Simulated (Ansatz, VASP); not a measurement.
## One calculation of BaTiO3, two programs

INCAR

```
PREC = Accurate ; ENCUT = 1340
EDIFF = 1E-6 ; ISMEAR = -1
SIGMA = 0.02 ; LREAL = F
LASPH = T ; NELM = 200
ALGO = Normal ; ISIF = 2
LWAVE = F ; LCHARG = F
ISPIN = 2 ; MAGMOM = 0 1 0 0 0
LORBIT = 11 ; LMAXMIX = 4
GGA = PE ; NBANDS = 32
GGA_COMPAT = F
```

The input KPOINTS:

```
Automatic mesh
0
Gamma
  5 5 5
```

The input POSCAR:

```
BaTiO3
1.0
    3.9998000000      0.0000000000      0.0000000000
    0.0000000000      3.9998000000      0.0000000000
    0.0000000000      0.0000000000      4.0180000000
Ba Ti O
1 1 3
Direct
    0.0000000000      0.0000000000      0.0000000000
    0.5000000000      0.5000000000      0.4900000000
    0.5000000000      0.5000000000      0.0190000000
    0.5000000000      0.0000000000      0.5170000000
    0.0000000000      0.5000000000      0.5170000000
```

Input for Ansatz:

```yaml
crystal:
  lattice:
    - [3.9998, 0.0, 0.0]
    - [0.0, 3.9998, 0.0]
    - [0.0, 0.0, 4.018]
  atoms:
    - { symbol: Ba, position: [0.0, 0.0, 0.0] }
    - { symbol: Ti, position: [0.5, 0.5, 0.49], spin: 1.0 }
    - { symbol: O, position: [0.5, 0.5, 0.019] }
    - { symbol: O, position: [0.5, 0.0, 0.517] }
    - { symbol: O, position: [0.0, 0.5, 0.517] }
magnetization:
  spin_polarized: true
hamiltonian:
  xc: pbe
  pseudopotentials: { kind: paw }
basis:
  ecutwfc: 420
kpoints:
  mp_grid: { grid: [5, 5, 5] }
scf:
  occupations: { method: fermi_dirac, width: 0.02 }
  lower_state_search: "off"
output:
  forces: true
  stress: true
```

Alike in both runs: task single point; functional PBE; k mesh 5 × 5 × 5; occupations fermi-dirac, width 0.02 eV; collinear spin.

|  | VASP | Ansatz |
| --- | --- | --- |
| version | VASP 6.6.1 | Ansatz 0.2.0 |
| potentials or method | VASP PAW PBE potentials, release 64 (Ba_sv, Ti_sv, O_h), cutoff 1340 eV | PAW, plane waves, scalar-relativistic |
| valence electrons in the cell | 40 | 40 |

|  | VASP | Ansatz | Ansatz less VASP |
| --- | --- | --- | --- |
| pressure (GPa) | 4.1 | 2.4 | -1.64 |
| traceless stress, the component that is largest in VASP (GPa) | 0.58 | 0.60 | +0.022 |
| rms of the force components (eV/Å) | 0.097 | 0.099 | +0.0019 |
| net moment per atom (μB) | 0.00 | 0.00 | 0.000 |

Atom by atom the forces differ by 0.012 eV/Å (rms over components). The functional is the same, so the differences come from potentials, cutoffs and numerics. Ansatz's warnings: seeded moment not kept.

Neither program's run includes spin-orbit coupling.
